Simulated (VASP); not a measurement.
A run of VASP 6.6.1:

The input INCAR:

```
ALGO = Normal
EDIFF = 1E-7
EDIFFG = -0.01
ENCUT = 600
GGA = PE
IBRION = 2
ISIF = 4
ISMEAR = 0
LASPH = True
LCHARG = False
LREAL = False
LWAVE = False
NELM = 80
NSW = 50
PREC = Accurate
SIGMA = 0.02
```

File KPOINTS:

```
k-points
0
Gamma
  9 9 6
```

The input POSCAR:

```
ZnS
1.0
    3.8066634158      0.0000000000      0.0000000000
   -1.9033317079      3.2966672217      0.0000000000
    0.0000000000      0.0000000000      6.2415970050
Zn S
2 2
Direct
    0.3333333333      0.6666666667      0.0052193967
    0.6666666667      0.3333333333      0.5052193967
    0.3333333333      0.6666666667      0.3797806033
    0.6666666667      0.3333333333      0.8797806033
```

Potentials or basis: VASP PAW PBE potentials, release 64 (Zn, S).

Run with:

```console
$ cat potpaw_PBE.64/Zn/POTCAR potpaw_PBE.64/S/POTCAR > POTCAR
$ mpirun -np 1 vasp_std > vasp.out
```

Hardware: 1 thread of AMD EPYC 9R45 96-Core Processor (Zen 5) (shared host).

Task: Estimate the wall time of this run.

Result: It took 58 s on 1 thread of AMD EPYC 9R45 96-Core Processor (Zen 5) (shared host), peak memory 0.22 GiB. Counts: scf iterations 15, k points 48, ion steps 1.
